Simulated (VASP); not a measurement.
# HfC (Fm-3m) in VASP: a series of runs

The runs below take HfC through single point, with r2SCAN, LDA.

Program: VASP 6.6.1. These are calculated values, not measurements. Logs are shortened: lines on timing, memory, paths and dates and some standing lists are left out, and cuts for length are marked.

### 1 The cell of the first run

The structure is cubic, space group Fm-3m (No. 225). The conventional cell has a = 4.741 Å, b = 4.741 Å, c = 4.741 Å, α = 90.00°, β = 90.00°, γ = 90.00°. Within 3.1 Å of Hf (site symmetry m-3m) lie 6 C at 2.37 Å. Within 3.1 Å of C (site symmetry m-3m) lie 6 Hf at 2.37 Å.

### 2 Single point, r2SCAN

File POSCAR:

```
HfC
1.0
    0.0000000000      2.3705998121      2.3705998121
    2.3705998121      0.0000000000      2.3705998121
    2.3705998121      2.3705998121      0.0000000000
Hf C
1 1
Direct
    0.5000000000      0.5000000000      0.5000000000
    0.0000000000      0.0000000000      0.0000000000
```

File INCAR.step1:

```
SYSTEM = HfC
  PREC = Accurate
  ENCUT = 520
  ISMEAR = -1
  SIGMA = 0.05
  LREAL = .FALSE.
  LASPH = .TRUE.
  NELM = 100
  NBANDS = 14
  GGA = PE
  ALGO = Normal
  EDIFF = 1E-4
  LWAVE = .TRUE.
  LCHARG = .FALSE.
```

File INCAR.step2:

```
SYSTEM = HfC
  PREC = Accurate
  ENCUT = 520
  EDIFF = 1E-7
  ISMEAR = -1
  SIGMA = 0.05
  LREAL = .FALSE.
  LASPH = .TRUE.
  NELM = 100
  ALGO = Normal
  ISIF = 2
  LWAVE = .FALSE.
  LCHARG = .FALSE.
  METAGGA = R2SCAN
  LMIXTAU = .TRUE.
  NBANDS = 14
  ISTART = 1
```

File KPOINTS:

```
regular mesh
0
G
  10 10 10
  0 0 0
```

Potentials or basis: VASP PAW PBE potentials, release 64 (Hf_pv, C).

Command:

```sh
cat potpaw_PBE.64/Hf_pv/POTCAR potpaw_PBE.64/C/POTCAR > POTCAR
cp INCAR.step1 INCAR
mpirun -np 1 vasp_std > vasp.out
cp INCAR.step2 INCAR
mpirun -np 1 vasp_std > vasp.out
```

OUTCAR:

```text
SYSTEM = HfC
   PREC = Accurate
   ENCUT = 520
   EDIFF = 1E-7
   ISMEAR = -1
   LREAL = .FALSE.
   LASPH = .TRUE.
   NELM = 100
   ISIF = 2
   METAGGA = R2SCAN
   ISTART = 1

 ion  position               nearest neighbor table
   1  0.500  0.500  0.500-   2 2.37   2 2.37   2 2.37   2 2.37   2 2.37   2 2.37
   2  0.000  0.000  0.000-   1 2.37   1 2.37   1 2.37   1 2.37   1 2.37   1 2.37

  LATTYP: Found a face centered cubic cell.
 ALAT       =     4.7411996242

  Lattice vectors:

 A1 = (   0.0000000000,   2.3705998121,   2.3705998121)
 A2 = (   2.3705998121,   0.0000000000,   2.3705998121)
 A3 = (   2.3705998121,   2.3705998121,   0.0000000000)

Analysis of symmetry for initial positions (statically):
=====================================================================
 Subroutine PRICEL returns:
 Original cell was already a primitive cell.

 Routine SETGRP: Setting up the symmetry group for a
 face centered cubic supercell.

 Subroutine GETGRP returns: Found 48 space group operations
 (whereof 48 operations were pure point group operations)
 out of a pool of 48 trial point group operations.

The static configuration has the point symmetry O_h .

Analysis of symmetry for dynamics (positions and initial velocities):
=====================================================================
 Subroutine PRICEL returns:
 Original cell was already a primitive cell.

 Routine SETGRP: Setting up the symmetry group for a
 face centered cubic supercell.

 Subroutine GETGRP returns: Found 48 space group operations
 (whereof 48 operations were pure point group operations)
 out of a pool of 48 trial point group operations.

The dynamic configuration has the point symmetry O_h .

 Subroutine INISYM returns: Found 48 space group operations
 (whereof 48 operations are pure point group operations),
 and found     1 'primitive' translations

----------------------------------------------------------------------------------------

                                     Primitive cell

  volume of cell :      26.6443

  direct lattice vectors                    reciprocal lattice vectors
     0.000000000  2.370599812  2.370599812    -0.210917084  0.210917084  0.210917084
     2.370599812  0.000000000  2.370599812     0.210917084 -0.210917084  0.210917084
     2.370599812  2.370599812  0.000000000     0.210917084  0.210917084 -0.210917084

  length of vectors
     3.352534405  3.352534405  3.352534405     0.365319106  0.365319106  0.365319106

  position of ions in fractional coordinates (direct lattice)
     0.500000000  0.500000000  0.500000000
     0.000000000  0.000000000  0.000000000

  ion indices of the primitive-cell ions
   primitive index   ion index
                 1           1
                 2           2

----------------------------------------------------------------------------------------

 KPOINTS: regular mesh

Automatic generation of k-mesh.
 Grid dimensions read from file:
 generate k-points for:   10   10   10

 Generating k-lattice:

  Cartesian coordinates                     Fractional coordinates (reciprocal lattice)
    -0.021091708  0.021091708  0.021091708     0.100000000  0.000000000  0.000000000
     0.021091708 -0.021091708  0.021091708     0.000000000  0.100000000  0.000000000
     0.021091708  0.021091708 -0.021091708     0.000000000  0.000000000  0.100000000

  Length of vectors
     0.036531911  0.036531911  0.036531911

  Shift w.r.t. Gamma in fractional coordinates (k-lattice)
     0.000000000  0.000000000  0.000000000

 Subroutine IBZKPT returns following result:
 ===========================================

 Found     47 irreducible k-points:

 Following reciprocal coordinates:
            Coordinates               Weight
  0.000000  0.000000  0.000000      1.000000
  0.100000  0.000000  0.000000      8.000000
  0.200000  0.000000  0.000000      8.000000
  0.300000  0.000000  0.000000      8.000000
  0.400000  0.000000  0.000000      8.000000
  0.500000  0.000000  0.000000      4.000000
[... 16 lines left out ...]
  0.300000  0.300000  0.000000      6.000000
  0.400000  0.300000  0.000000     24.000000
 [... further k-points ...]
   k-points           NKPTS =     47   k-points in BZ     NKDIM =     47   number of bands    NBANDS=     14
   number of dos      NEDOS =    301   number of ions     NIONS =      2
   total plane-waves  NPLWV =  21952
   dimension x,y,z NGX =    28 NGY =   28 NGZ =   28
   dimension x,y,z NGXF=    56 NGYF=   56 NGZF=   56
   ions per type =               1   1
   NGX,Y,Z   is equivalent  to a cutoff of  13.88, 13.88, 13.88 a.u.
   NGXF,Y,Z  is equivalent  to a cutoff of  27.77, 27.77, 27.77 a.u.
 SYSTEM =  HfC
   PREC   = accura    normal or accurate (medium, high low for compatibility)
   ISTART =      1    job   : 0-new  1-cont  2-samecut
   ICHARG =      0    charge: 1-file 2-atom 10-const
   ISPIN  =      1    spin polarized calculation?
   LNONCOLLINEAR =      F non collinear calculations
   LSORBIT =      F    spin-orbit coupling
   LASPH  =      T    aspherical Exc in radial PAW
   ENCUT  =  520.0 eV  38.22 Ry    6.18 a.u.   6.23  6.23  6.23*2*pi/ulx,y,z
   NELM   =    100;   NELMIN=  2; NELMDL=  0     # of ELM steps
   EDIFF  = 0.1E-06   stopping-criterion for ELM
   LREAL  =      F    real-space projection
   EDIFFG = 0.1E-05   stopping-criterion for IOM
   NSW    =      0    number of steps for IOM
   IBRION =     -1    ionic relax: 0-MD 1-quasi-New 2-CG
   NFREE  =      0    steps in history (QN), initial steepest desc. (CG)
   ISIF   =      2    stress and relaxation
   ISYM   =      2    0-nonsym 1-usesym 2-fastsym
   POTIM  = 0.5000    time-step for ionic-motion
   TEBEG  =    0.0;   TEEND  =   0.0 temperature during run
   PSTRESS=    0.0 pullay stress
   NELECT =      14.0000    total number of electrons
   NUPDOWN=      -1.0000    fix difference up-down
   EMIN   =  10.00;   EMAX   =-10.00  energy-range for DOS
   EFERMI =   0.00;   METHOD = LEGACY
   ISMEAR =    -1;   SIGMA  =   0.05  broadening in eV -4-tet -1-fermi 0-gaus
   EFERMI_NEDOS =   21; number of points for ismear=-14 and -15
   IALGO  =     38    algorithm
   IMIX   =      4    mixing-type and parameters
     AMIX     =   0.40;   BMIX     =  1.00
     AMIX_MAG =   1.60;   BMIX_MAG =  1.00
  volume/ion in A,a.u.               =      13.32        89.90
  Fermi-wavevector in a.u.,A,eV,Ry     =   1.321040  2.496403 23.744158  1.745146
  Thomas-Fermi vector in A             =   2.450823
   LORBIT       =      0    0 simple, 1 ext, 2 COOP (PROOUT), +10 PAW based schemes
   METAGGA = R2SCAN    functional components
   LHFCALC =     F    Hartree Fock is set to
   AEXX    =    0.0000 exact exchange contribution
   IVDW    =     0    specifies the selected vdW correction
   LEPSILON=     F    determine dielectric tensor
   LRPA    =     F    only Hartree local field effects (RPA)
 non-spin polarized calculation
  energy-cutoff  :      520.00
  volume of cell :       26.64
 maximum number of plane-waves:       728
 NGX is ok and might be reduce to    28
   NGX = 13   NGY = 13   NGZ = 13

 number of electron      14.0000000 magnetization

 Free energy of the ion-electron system (eV)
  ---------------------------------------------------
  ext. energy  EPLUGINS =         0.00000000
  ---------------------------------------------------
  free energy    TOTEN  =       -57.25483416 eV

  energy without entropy =      -57.25263221  energy(sigma->0) =      -57.25373318

 E-fermi :   5.5453     XC(G=0): -12.7825

 val. band max:        5.4854859763   @ k =   0.1000   0.0000   0.0000
 cond. band min:       5.6510074422   @ k =   0.1000   0.1000   0.0000
 fundamental gap:      0.1655214658
 Fermi energy:         5.5452894553

 k-point     1 :       0.0000    0.0000    0.0000
  band No.  band energies     occupation
      1     -25.5911      2.00000
      2     -25.5911      2.00000
      3     -25.5911      2.00000
      4      -7.2717      2.00000
      5       6.4366      0.00000
      6       6.4366      0.00000
      7       6.4366      0.00000
      8       7.0619      0.00000
      9       7.0619      0.00000
     10       7.0620      0.00000
     11       8.8102      0.00000
     12       8.8102      0.00000
     13      12.2270      0.00000
     14      17.0587      0.00000

 k-point     2 :       0.1000    0.0000    0.0000
  band No.  band energies     occupation
      1     -25.6461      2.00000
      2     -25.5964      2.00000
      3     -25.5964      2.00000
      4      -7.0401      2.00000
      5       5.1266      1.99954
      6       5.4855      1.53568
      7       5.4855      1.53565
      8       7.4354      0.00000
      9       7.4355      0.00000
     10       7.7539      0.00000
     11       9.8893      0.00000
     12       9.8893      0.00000
     13      12.8140      0.00000
     14      17.7029      0.00000

 k-point     3 :       0.2000    0.0000    0.0000
  band No.  band energies     occupation
      1     -25.7873      2.00000
      2     -25.6101      2.00000
      3     -25.6101      2.00000
      4      -6.3890      2.00000
      5       3.3117      2.00000
      6       4.2573      2.00000
      7       4.2573      2.00000
      8       8.1475      0.00000
      9       8.1475      0.00000
     10       8.2937      0.00000
     11      11.8432      0.00000
     12      11.8433      0.00000
     13      14.0346      0.00000
     14      17.8467      0.00000
[... 324 lines left out ...]
 k-point    23 :       0.3000    0.3000    0.0000
  band No.  band energies     occupation
      1     -25.9163      2.00000
      2     -25.7138      2.00000
      3     -25.7138      2.00000
      4      -5.5689      2.00000
      5       1.6085      2.00000
      6       4.8413      2.00000
      7       4.9956      1.99997
      8       4.9956      1.99997
      9       9.8884      0.00000
     10      11.4444      0.00000
     11      11.4444      0.00000
     12      12.6791      0.00000
     13      17.7989      0.00000
     14      17.8723      0.00000

 k-point    24 :       0.4000    0.3000    0.0000
  band No.  band energies     occupation
      1     -25.9843      2.00000
      2     -25.7498      2.00000
      3     -25.7335      2.00000
      4      -5.3012      2.00000
      5       1.6477      2.00000
      6       3.7877      2.00000
      7       4.6788      2.00000
      8       5.7712      0.02160
      9      10.6678      0.00000
     10      11.7731      0.00000
     11      11.8918      0.00000
     12      13.5625      0.00000
     13      16.8335      0.00000
     14      17.8500      0.00000

 [... further k-points ...]
[... 5 lines left out ...]
  --------------------------------------------------------------------------------------
  -------------------------------------------------------------------------------------
  Total       -2.4991245     -2.4991245     -2.4991245     -0.0000000      0.0000000     -0.0000000
  in kB     -150.2774251   -150.2774251   -150.2774251     -0.0000000      0.0000000     -0.0000000
  external PRESSURE =    -150.2774251 kB  Pullay stress =       0.0000000 kB

 VOLUME and BASIS-vectors are now :
 -----------------------------------------------------------------------------
  energy-cutoff  :      520.00
  volume of cell :       26.64
      direct lattice vectors                 reciprocal lattice vectors
     0.000000000  2.370599812  2.370599812    -0.210917084  0.210917084  0.210917084
     2.370599812  0.000000000  2.370599812     0.210917084 -0.210917084  0.210917084
     2.370599812  2.370599812  0.000000000     0.210917084  0.210917084 -0.210917084

 POSITION                                       TOTAL-FORCE (eV/Angst)
 -----------------------------------------------------------------------------------
      2.37060      2.37060      2.37060        -0.000000     -0.000000      0.000000
      0.00000      0.00000      0.00000         0.000000      0.000000     -0.000000
 -----------------------------------------------------------------------------------
    total drift:                                0.000000      0.000000      0.000000

  FREE ENERGIE OF THE ION-ELECTRON SYSTEM (eV)
  ---------------------------------------------------
  free  energy   TOTEN  =       -57.2548341590 eV

  energy  without entropy=      -57.2526322096  energy(sigma->0) =      -57.25373318
```

It took 69 s on 1 thread of Intel Xeon Platinum 8488C (Sapphire Rapids), shared host; peak memory 0.17 GiB.

Results:

```
Free energy            : -57.2548 eV
Pressure               : -15.0 GPa
Band gap on the k mesh : zero (band 7 reaches 6.44 eV, above the bottom of band 8 at 5.00 eV)
```

Caveat: the PAW data sets were made with another functional, which shifts forces and pressure a little; spin-orbit coupling is left out, which moves the levels of the heavy elements.

(Continued in part 2 of 2.)
